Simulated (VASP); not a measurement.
A run of VASP 6.6.1 is set up as follows.

POSCAR

```
CdS
1.0
    4.1370000000      0.0000000000      0.0000000000
   -2.0685000000      3.5827470955      0.0000000000
    0.0000000000      0.0000000000      6.7160000000
Cd S
2 2
Direct
    0.3333333333      0.6666666667      0.0000000000
    0.6666666667      0.3333333333      0.5000000000
    0.3333333333      0.6666666667      0.3770000000
    0.6666666667      0.3333333333      0.8770000000
```

The input INCAR.step1:

```
  PREC = Accurate
  ENCUT = 520
  ISMEAR = 0
  SIGMA = 0.1
  LREAL = False
  LASPH = True
  NELM = 60
  NBANDS = 26
  GGA = PE
  ALGO = Normal
  EDIFF = 1E-4
  LWAVE = True
  LCHARG = False
```

The input INCAR.step2:

```
  PREC = Accurate
  ENCUT = 520
  EDIFF = 1E-7
  ISMEAR = 0
  SIGMA = 0.1
  LREAL = False
  LASPH = True
  NELM = 60
  ALGO = Normal
  ISIF = 2
  LWAVE = False
  LCHARG = False
  METAGGA = R2SCAN
  LMIXTAU = True
  NBANDS = 26
  ISTART = 1
```

The input KPOINTS:

```
regular mesh
0
Gamma
  6 6 4
```

Potentials or basis: VASP PAW PBE potentials, release 64 (Cd, S).

Launch:

```bash
$ cat potpaw_PBE.64/Cd/POTCAR potpaw_PBE.64/S/POTCAR > POTCAR
$ cp INCAR.step1 INCAR
$ mpirun -np 1 vasp_std > vasp.out
$ cp INCAR.step2 INCAR
$ mpirun -np 1 vasp_std > vasp.out
```

(1) Estimate the pressure.

(2) What does it give for the band gap on the k mesh?

Answers

(1) 1.6 GPa.

(2) 1.68 eV, direct.

Caveat: the PAW data sets were made with another functional, which shifts forces and pressure a little.
